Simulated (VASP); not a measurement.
The system is F.

```xyz
1
Lattice="2.4124 0.0000 0.0000 0.0000 2.4124 0.0000 0.0000 0.0000 2.4124" Properties=species:S:1:pos:R:3 pbc="T T T"
F     0.0000    0.0000    0.0000
```

| Item | Value |
| --- | --- |
| Program | VASP 6.6.1 |
| Task | relaxation of cell and atoms |
| Functional | PBE |
| Potentials or basis | VASP PAW PBE potentials, release 64 (F) |
| Cutoff | 600 eV |
| k mesh | 17 × 17 × 17 |
| Occupations | fermi-dirac, width 0.05 eV |
| Spin | no spin polarisation |

At the start: pressure -8.4 GPa; volume 14.04 Å³/atom.

Task: How do energy, volume and symmetry change on relaxing?

Result: Over 19 steps the energy falls by 136.6 meV/atom and the volume is 10.40 Å³/atom (-25.9 %); space group Pm-3m (No. 221, to 0.05 Å).

Step by step:
```
step  energy change (eV)  largest force (eV/Å)  pressure (GPa)  volume (Å³)
   1              0.0000                0.0000           -8.43        14.04
   2             -0.0730                0.0000           -7.44        12.59
   3             -0.0696                0.0000           16.43         8.85
   4             -0.1296                0.0000           -3.28        11.02
   5             -0.1363                0.0000            0.72        10.28
   6             -0.1366                0.0000           -0.09        10.41
   7             -0.1366                0.0000           -0.10        10.41
   8             -0.1366                0.0000           -0.11        10.41
   9             -0.1366                0.0000           -0.09        10.41
  10             -0.1366                0.0000           -0.10        10.41
  11             -0.1366                0.0000           -0.10        10.41
  12             -0.1366                0.0000           -0.10        10.41
  13             -0.1366                0.0000           -0.10        10.41
  14             -0.1366                0.0000           -0.10        10.41
  15             -0.1366                0.0000           -0.10        10.41
  16             -0.1366                0.0000           -0.11        10.41
  17             -0.1366                0.0000           -0.12        10.41
  18             -0.1366                0.0000           -0.14        10.41
  19             -0.1366                0.0000           -0.07        10.40
```

Final structure:
```yaml
crystal:
  lattice:
    - [2.18305, 0.00000, 0.00000]
    - [0.00000, 2.18305, 0.00000]
    - [0.00000, 0.00000, 2.18305]
  atoms:
    - { symbol: F, position: [0.00000, 0.00000, 0.00000] }
```

Caveat: the volume moved by over 15 % at a fixed basis, so the end points are rough; an odd number of electrons without spin polarisation forces a metal; a magnetic or distorted state may lie lower.
